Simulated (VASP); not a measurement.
Input of a VASP 6.6.1 run:

Contents of INCAR:

```
SYSTEM = PbS
PREC = Accurate
ENCUT = 600
EDIFF = 1E-6
ISMEAR = 0
SIGMA = 0.01
LREAL = .False.
LASPH = .True.
NELM = 80
ALGO = Normal
ISIF = 3
LWAVE = .False.
LCHARG = .False.
GGA = PE
IBRION = 2
NSW = 80
EDIFFG = -0.001
```

The input KPOINTS:

```
Automatic mesh
0
Gamma
  10 10 10
  0 0 0
```

Contents of POSCAR:

```
PbS
1.0
    0.0000000000      3.0045094525      3.0045094525
    3.0045094525      0.0000000000      3.0045094525
    3.0045094525      3.0045094525      0.0000000000
Pb S
1 1
Direct
    0.0000000000      0.0000000000      0.0000000000
    0.5000000000      0.5000000000      0.5000000000
```

Potentials or basis: VASP PAW PBE potentials, release 64 (Pb_d, S).

Command:

```bash
$ cat potpaw_PBE.64/Pb_d/POTCAR potpaw_PBE.64/S/POTCAR > POTCAR
$ mpirun -np 1 vasp_std > vasp.out
```

What does it give for the relaxed volume?

27.11 Å³/atom.

What does it give for the space group after relaxing (to 0.05 Å)?

Fm-3m (No. 225).

Predict the band gap on the k mesh.

0.50 eV, direct.

Predict the relaxed cell.

a = 4.248 Å, b = 4.248 Å, c = 4.248 Å, α = 60.00°, β = 60.00°, γ = 60.00°.

Final structure:
```
Pb S
1.0
     0.00000    3.00405    3.00405
     3.00405    0.00000    3.00405
     3.00405    3.00405    0.00000
Pb S
1 1
Direct
  0.00000 0.00000 0.00000
  0.50000 0.50000 0.50000
```

Caveat: spin-orbit coupling is left out, which moves the levels of the heavy elements. A k mesh can miss the band edges.
